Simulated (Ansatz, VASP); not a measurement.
# SrMo3: VASP beside Ansatz

```xyz
4
Lattice="4.2804 0.0000 0.0000 0.0000 4.2804 0.0000 0.0000 0.0000 4.2804" Properties=species:S:1:pos:R:3 pbc="T T T"
Sr    0.0000    0.0000    0.0000
Mo    0.0000    2.1402    2.1402
Mo    2.1402    0.0000    2.1402
Mo    2.1402    2.1402    0.0000
```

Alike in both runs: functional PBE; k mesh 4 × 4 × 4; occupations gaussian, width 0.1 eV; no spin polarisation.

Ansatz relaxed the structure, and its values are those at the end. VASP's run is a single point on that final structure, the one shown.

|  | VASP | Ansatz |
| --- | --- | --- |
| version | VASP 6.6.1 | Ansatz 0.2.0 |
| potentials or method | VASP PAW PBE potentials, release 64 (Sr_sv, Mo_sv), cutoff 520 eV | scalar-relativistic, plane waves, PAW |
| valence electrons in the cell | 52 | 52 |

```csv
,VASP,Ansatz,Ansatz less VASP
gap on the k mesh at the Fermi level (eV),none,none,-
pressure (GPa),0.4,0.0,-0.46
```

A gap of «none» marks a metal or a gap that the smearing closes.

The k mesh is coarse, so the values compare programs but aren't converged.
